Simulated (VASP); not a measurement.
# K (Pm-3m) in VASP: a series of runs

The runs below take K through single point, with r2SCAN.

Everything below comes from runs of VASP 6.6.1. Logs are shortened: lines on timing, memory, paths and dates and some standing lists are left out, and cuts for length are marked.

### 1 The cell of the first run

It takes space group Pm-3m (No. 221, cubic). Conventional cell: a = 4.237 Å, b = 4.237 Å, c = 4.237 Å, α = 90.00°, β = 90.00°, γ = 90.00°. Within 5.6 Å of K (site symmetry m-3m) lie 6 K at 4.24 Å.

This isn't the form of K at room conditions, which is bcc.

### 2 Single point, r2SCAN

POSCAR

```
K
1.0
    4.2373282565      0.0000000000      0.0000000000
    0.0000000000      4.2373282565      0.0000000000
    0.0000000000      0.0000000000      4.2373282565
K
1
Direct
    0.0000000000      0.0000000000      0.0000000000
```

INCAR.step1

```
PREC     = Accurate       # precision mode
ENCUT    = 520            # plane-wave cutoff, eV
ISMEAR   = 1              # smearing method
SIGMA    = 0.1            # smearing width, eV
LREAL    = F              # projectors in reciprocal space
LASPH    = T              # aspherical terms in the spheres
NELM     = 80             # most SCF steps
NBANDS   = 10             # bands
GGA      = PE             # functional
ALGO     = Normal         # electronic algorithm
EDIFF    = 1E-4           # SCF threshold, eV
LWAVE    = T              # write WAVECAR
LCHARG   = F              # write CHGCAR
```

INCAR.step2

```
PREC     = Accurate       # precision mode
ENCUT    = 520            # plane-wave cutoff, eV
EDIFF    = 1E-7           # SCF threshold, eV
ISMEAR   = 1              # smearing method
SIGMA    = 0.1            # smearing width, eV
LREAL    = F              # projectors in reciprocal space
LASPH    = T              # aspherical terms in the spheres
NELM     = 80             # most SCF steps
ALGO     = Normal         # electronic algorithm
ISIF     = 2              # what is computed and relaxed
LWAVE    = F              # write WAVECAR
LCHARG   = F              # write CHGCAR
METAGGA  = R2SCAN         # meta-GGA
LMIXTAU  = T            
NBANDS   = 10             # bands
ISTART   = 1
```

KPOINTS

```
regular mesh
0
Gamma
  6 6 6
```

Potentials or basis: VASP PAW PBE potentials, release 64 (K_sv).

The run is started by

```
cat potpaw_PBE.64/K_sv/POTCAR > POTCAR
cp INCAR.step1 INCAR
mpirun -np 1 vasp_std > vasp.out
cp INCAR.step2 INCAR
mpirun -np 1 vasp_std > vasp.out
```

OUTCAR:

```text
PREC = Accurate
   ENCUT = 520
   EDIFF = 1E-7
   ISMEAR = 1
   LREAL = F
   LASPH = T
   NELM = 80
   ISIF = 2
   METAGGA = R2SCAN
   ISTART = 1

 ion  position               nearest neighbor table
   1  0.000  0.000  0.000-

  LATTYP: Found a simple cubic cell.
 ALAT       =     4.2373282565

  Lattice vectors:

 A1 = (   4.2373282565,   0.0000000000,   0.0000000000)
 A2 = (   0.0000000000,   4.2373282565,   0.0000000000)
 A3 = (   0.0000000000,   0.0000000000,   4.2373282565)

Analysis of symmetry for initial positions (statically):
=====================================================================
 Subroutine PRICEL returns:
 Original cell was already a primitive cell.

 Routine SETGRP: Setting up the symmetry group for a
 simple cubic supercell.

 Subroutine GETGRP returns: Found 48 space group operations
 (whereof 48 operations were pure point group operations)
 out of a pool of 48 trial point group operations.

The static configuration has the point symmetry O_h .

Analysis of symmetry for dynamics (positions and initial velocities):
=====================================================================
 Subroutine PRICEL returns:
 Original cell was already a primitive cell.

 Routine SETGRP: Setting up the symmetry group for a
 simple cubic supercell.

 Subroutine GETGRP returns: Found 48 space group operations
 (whereof 48 operations were pure point group operations)
 out of a pool of 48 trial point group operations.

The dynamic configuration has the point symmetry O_h .

 Subroutine INISYM returns: Found 48 space group operations
 (whereof 48 operations are pure point group operations),
 and found     1 'primitive' translations

----------------------------------------------------------------------------------------

                                     Primitive cell

  volume of cell :      76.0810

  direct lattice vectors                    reciprocal lattice vectors
     4.237328256  0.000000000  0.000000000     0.235997765  0.000000000  0.000000000
     0.000000000  4.237328256  0.000000000     0.000000000  0.235997765  0.000000000
     0.000000000  0.000000000  4.237328256     0.000000000  0.000000000  0.235997765

  length of vectors
     4.237328256  4.237328256  4.237328256     0.235997765  0.235997765  0.235997765

  position of ions in fractional coordinates (direct lattice)
     0.000000000  0.000000000  0.000000000

  ion indices of the primitive-cell ions
   primitive index   ion index
                 1           1

----------------------------------------------------------------------------------------

 KPOINTS: regular mesh

Automatic generation of k-mesh.
 Grid dimensions read from file:
 generate k-points for:    6    6    6

 Generating k-lattice:

  Cartesian coordinates                     Fractional coordinates (reciprocal lattice)
     0.039332961  0.000000000  0.000000000     0.166666667  0.000000000  0.000000000
     0.000000000  0.039332961  0.000000000     0.000000000  0.166666667  0.000000000
     0.000000000  0.000000000  0.039332961     0.000000000  0.000000000  0.166666667

  Length of vectors
     0.039332961  0.039332961  0.039332961

  Shift w.r.t. Gamma in fractional coordinates (k-lattice)
     0.000000000  0.000000000  0.000000000

 Subroutine IBZKPT returns following result:
 ===========================================

 Found     20 irreducible k-points:

 Following reciprocal coordinates:
            Coordinates               Weight
  0.000000  0.000000  0.000000      1.000000
  0.166667  0.000000  0.000000      6.000000
  0.333333  0.000000  0.000000      6.000000
  0.500000  0.000000  0.000000      3.000000
  0.166667  0.166667  0.000000     12.000000
  0.333333  0.166667  0.000000     24.000000
[... 12 lines left out ...]
  0.500000  0.500000  0.333333      6.000000
  0.500000  0.500000  0.500000      1.000000
   k-points           NKPTS =     20   k-points in BZ     NKDIM =     20   number of bands    NBANDS=     10
   number of dos      NEDOS =    301   number of ions     NIONS =      1
   total plane-waves  NPLWV =  32768
   dimension x,y,z NGX =    32 NGY =   32 NGZ =   32
   dimension x,y,z NGXF=    64 NGYF=   64 NGZF=   64
   ions per type =               1
   NGX,Y,Z   is equivalent  to a cutoff of  12.55, 12.55, 12.55 a.u.
   NGXF,Y,Z  is equivalent  to a cutoff of  25.11, 25.11, 25.11 a.u.
 SYSTEM =  unknown system
   PREC   = accura    normal or accurate (medium, high low for compatibility)
   ISTART =      1    job   : 0-new  1-cont  2-samecut
   ICHARG =      0    charge: 1-file 2-atom 10-const
   ISPIN  =      1    spin polarized calculation?
   LNONCOLLINEAR =      F non collinear calculations
   LSORBIT =      F    spin-orbit coupling
   LASPH  =      T    aspherical Exc in radial PAW
   ENCUT  =  520.0 eV  38.22 Ry    6.18 a.u.   7.88  7.88  7.88*2*pi/ulx,y,z
   NELM   =     80;   NELMIN=  2; NELMDL=  0     # of ELM steps
   EDIFF  = 0.1E-06   stopping-criterion for ELM
   LREAL  =      F    real-space projection
   EDIFFG = 0.1E-05   stopping-criterion for IOM
   NSW    =      0    number of steps for IOM
   IBRION =     -1    ionic relax: 0-MD 1-quasi-New 2-CG
   NFREE  =      0    steps in history (QN), initial steepest desc. (CG)
   ISIF   =      2    stress and relaxation
   ISYM   =      2    0-nonsym 1-usesym 2-fastsym
   POTIM  = 0.5000    time-step for ionic-motion
   TEBEG  =    0.0;   TEEND  =   0.0 temperature during run
   PSTRESS=    0.0 pullay stress
   NELECT =       9.0000    total number of electrons
   NUPDOWN=      -1.0000    fix difference up-down
   EMIN   =  10.00;   EMAX   =-10.00  energy-range for DOS
   EFERMI =   0.00;   METHOD = LEGACY
   ISMEAR =     1;   SIGMA  =   0.10  broadening in eV -4-tet -1-fermi 0-gaus
   EFERMI_NEDOS =   21; number of points for ismear=-14 and -15
   IALGO  =     38    algorithm
   IMIX   =      4    mixing-type and parameters
     AMIX     =   0.40;   BMIX     =  1.00
     AMIX_MAG =   1.60;   BMIX_MAG =  1.00
  volume/ion in A,a.u.               =      76.08       513.42
  Fermi-wavevector in a.u.,A,eV,Ry     =   0.803644  1.518666  8.787231  0.645843
  Thomas-Fermi vector in A             =   1.911550
   LORBIT       =      0    0 simple, 1 ext, 2 COOP (PROOUT), +10 PAW based schemes
   METAGGA = R2SCAN    functional components
   LHFCALC =     F    Hartree Fock is set to
   AEXX    =    0.0000 exact exchange contribution
   IVDW    =     0    specifies the selected vdW correction
   LEPSILON=     F    determine dielectric tensor
   LRPA    =     F    only Hartree local field effects (RPA)
 non-spin polarized calculation
 Methfessel and Paxton  Order N= 1 SIGMA  =   0.10
  energy-cutoff  :      520.00
  volume of cell :       76.08
 maximum number of plane-waves:      2103
 NGX is ok and might be reduce to    32
   NGX = 15   NGY = 15   NGZ = 15

 number of electron       8.9999997 magnetization

 Free energy of the ion-electron system (eV)
  ---------------------------------------------------
  ext. energy  EPLUGINS =         0.00000000
  ---------------------------------------------------
  free energy    TOTEN  =        -5.89158496 eV

  energy without entropy =       -5.88864168  energy(sigma->0) =       -5.89060386

 E-fermi :  -0.0357     XC(G=0):  -5.8045

 val. band max:       -0.0368389216   @ k =   0.5000   0.0000   0.0000
 cond. band min:       0.0329647673   @ k =   0.5000   0.0000   0.0000
 fundamental gap:      0.0698036889
 Fermi energy:        -0.0356772902

 k-point     1 :       0.0000    0.0000    0.0000
  band No.  band energies     occupation
      1     -34.0037      2.00000
      2     -16.6635      2.00000
      3     -16.6635      2.00000
      4     -16.6635      2.00000
      5      -2.3462      2.00000
      6       3.1163      0.00000
      7       3.1163      0.00000
      8       6.6510      0.00000
      9       6.6510      0.00000
     10       6.6510      0.00000

 k-point     2 :       0.1667    0.0000    0.0000
  band No.  band energies     occupation
      1     -34.0024      2.00000
      2     -16.6877      2.00000
      3     -16.6613      2.00000
      4     -16.6613      2.00000
      5      -2.0642      2.00000
      6       2.7694      0.00000
      7       3.2595      0.00000
      8       5.8756      0.00000
      9       5.8756      0.00000
     10       6.2802      0.00000

 k-point     3 :       0.3333    0.0000    0.0000
  band No.  band energies     occupation
      1     -33.9999      2.00000
      2     -16.7358      2.00000
      3     -16.6571      2.00000
      4     -16.6571      2.00000
      5      -1.2528      2.00000
      6       1.5123     -0.00000
      7       3.6009      0.00000
      8       5.2534      0.00000
      9       5.2534      0.00000
     10       6.5438      0.00000

 k-point     4 :       0.5000    0.0000    0.0000
  band No.  band energies     occupation
      1     -33.9987      2.00000
      2     -16.7595      2.00000
      3     -16.6549      2.00000
      4     -16.6549      2.00000
      5      -0.0368      1.01966
      6       0.0330      0.08991
      7       3.8138      0.00000
      8       5.0327      0.00000
      9       5.0327      0.00000
     10       6.8018      0.00000

 k-point     5 :       0.1667    0.1667    0.0000
  band No.  band energies     occupation
      1     -34.0012      2.00000
      2     -16.6863      2.00000
      3     -16.6842      2.00000
      4     -16.6592      2.00000
      5      -1.7882      2.00000
      6       2.8541      0.00000
      7       3.0625      0.00000
      8       5.0096      0.00000
      9       5.7740      0.00000
     10       6.3206      0.00000

 k-point     6 :       0.3333    0.1667    0.0000
  band No.  band energies     occupation
      1     -33.9987      2.00000
      2     -16.7328      2.00000
      3     -16.6804      2.00000
      4     -16.6550      2.00000
      5      -0.9956      2.00000
      6       1.7219     -0.00000
      7       3.4096      0.00000
      8       4.6085      0.00000
      9       5.3422      0.00000
     10       6.2926      0.00000
[... 131 lines left out ...]
 k-point    17 :       0.3333    0.3333    0.3333
  band No.  band energies     occupation
      1     -33.9926      2.00000
      2     -16.7202      2.00000
      3     -16.7174      2.00000
      4     -16.7174      2.00000
      5       0.5916     -0.00000
      6       2.6788      0.00000
      7       2.6788      0.00000
      8       3.8405      0.00000
      9       4.6909      0.00000
     10       4.6909      0.00000

 k-point    18 :       0.5000    0.3333    0.3333
  band No.  band energies     occupation
      1     -33.9914      2.00000
      2     -16.7405      2.00000
      3     -16.7164      2.00000
      4     -16.7146      2.00000
      5       1.2870     -0.00000
      6       1.9752      0.00000
      7       2.7778      0.00000
      8       4.3381      0.00000
      9       4.4229      0.00000
     10       4.8231      0.00000

 k-point    19 :       0.5000    0.5000    0.3333
  band No.  band energies     occupation
      1     -33.9901      2.00000
      2     -16.7374      2.00000
      3     -16.7374      2.00000
      4     -16.7127      2.00000
      5       1.8277     -0.00000
      6       2.3314      0.00000
      7       2.3314      0.00000
      8       3.9436      0.00000
      9       4.9938      0.00000
     10       4.9938      0.00000

 k-point    20 :       0.5000    0.5000    0.5000
  band No.  band energies     occupation
      1     -33.9889      2.00000
      2     -16.7343      2.00000
      3     -16.7343      2.00000
      4     -16.7343      2.00000
      5       2.3456      0.00000
      6       2.3456      0.00000
      7       2.3456      0.00000
      8       4.4502      0.00000
      9       4.8534      0.00000
     10       4.8534      0.00000

------------------------ aborting loop because EDIFF is reached ----------------------------------------

  FORCE on cell =-STRESS in cart. coord.  units (eV):
  Direction    XX          YY          ZZ          XY          YZ          ZX
  --------------------------------------------------------------------------------------
  -------------------------------------------------------------------------------------
  Total        0.0492791      0.0492791      0.0492791     -0.0000000     -0.0000000      0.0000000
  in kB        1.0377608      1.0377608      1.0377608     -0.0000000     -0.0000000      0.0000000
  external PRESSURE =       1.0377608 kB  Pullay stress =       0.0000000 kB

 VOLUME and BASIS-vectors are now :
 -----------------------------------------------------------------------------
  energy-cutoff  :      520.00
  volume of cell :       76.08
      direct lattice vectors                 reciprocal lattice vectors
     4.237328256  0.000000000  0.000000000     0.235997765  0.000000000  0.000000000
     0.000000000  4.237328256  0.000000000     0.000000000  0.235997765  0.000000000
     0.000000000  0.000000000  4.237328256     0.000000000  0.000000000  0.235997765

 POSITION                                       TOTAL-FORCE (eV/Angst)
 -----------------------------------------------------------------------------------
      0.00000      0.00000      0.00000         0.000000      0.000000      0.000000
 -----------------------------------------------------------------------------------
    total drift:                                0.000000      0.000000      0.000000

  FREE ENERGIE OF THE ION-ELECTRON SYSTEM (eV)
  ---------------------------------------------------
  free  energy   TOTEN  =        -5.8915849550 eV

  energy  without entropy=       -5.8886416846  energy(sigma->0) =       -5.89060386
```

Wall time 40 s (1 thread of AMD EPYC 9R45 (Zen 5), shared host); peak memory 0.15 GiB.

What came out:

```
Free energy            : -5.8916 eV
Pressure               : 0.1 GPa
Band gap on the k mesh : zero (an odd number of electrons rules out a gap without spin polarisation)
```

Caveat: the PAW data sets were made with another functional, which shifts forces and pressure a little.

### 3 Single point, r2SCAN

This run uses another cell than the first one, of 78.48 Å³/atom.

POSCAR

```
K
1.0
    4.2814702693      0.0000000000      0.0000000000
    0.0000000000      4.2814702693      0.0000000000
    0.0000000000      0.0000000000      4.2814702693
K
1
Direct
    0.0000000000      0.0000000000      0.0000000000
```

INCAR.step1

```
PREC = Accurate
ENCUT = 520
ISMEAR = 1
SIGMA = 0.1
LREAL = F
LASPH = T
NELM = 80
NBANDS = 10
GGA = PE
ALGO = Normal
EDIFF = 1E-4
LWAVE = T
LCHARG = F
```

INCAR.step2

```
PREC = Accurate
ENCUT = 520
EDIFF = 1E-6
ISMEAR = 1
SIGMA = 0.1
LREAL = F
LASPH = T
NELM = 80
ALGO = Normal
ISIF = 2
LWAVE = F
LCHARG = T
METAGGA = R2SCAN
LMIXTAU = T
LELF = T
LVHAR = T
NBANDS = 10
ISTART = 1
```

KPOINTS is that of step 2.

Potentials or basis: VASP PAW PBE potentials, release 64 (K_sv).

The run is started by

```
cat potpaw_PBE.64/K_sv/POTCAR > POTCAR
cp INCAR.step1 INCAR
mpirun -np 1 vasp_std > vasp.out
cp INCAR.step2 INCAR
mpirun -np 1 vasp_std > vasp.out
```

Wall time 51 s (1 thread of AMD EPYC 9R45 (Zen 5), shared host); peak memory 0.15 GiB.

It converged, with:

```yaml
Free_energy: -5.8928 eV
Pressure: 0.0 GPa
Band_gap_on_the_k_mesh: zero (an odd number of electrons rules out a gap without spin polarisation)
```

Levels at points of the mesh, in eV from the Fermi level:
```tsv
k point	band 1	band 2	band 3	band 4	band 5	band 6	band 7	band 8
(0.00, 0.00, 0.00)	-33.98	-16.64	-16.64	-16.64	-2.27	3.15	3.15	6.62
(0.50, 0.00, 0.00)	-33.98	-16.73	-16.64	-16.64	0.00	0.06	3.84	5.03
(0.50, 0.50, 0.00)	-33.97	-16.72	-16.72	-16.63	1.07	2.26	2.26	2.47
(0.50, 0.50, 0.50)	-33.97	-16.71	-16.71	-16.71	2.39	2.39	2.39	4.44
```

Caveat: the PAW data sets were made with another functional, which shifts forces and pressure a little.

(Part 1 of 2 ends here.)
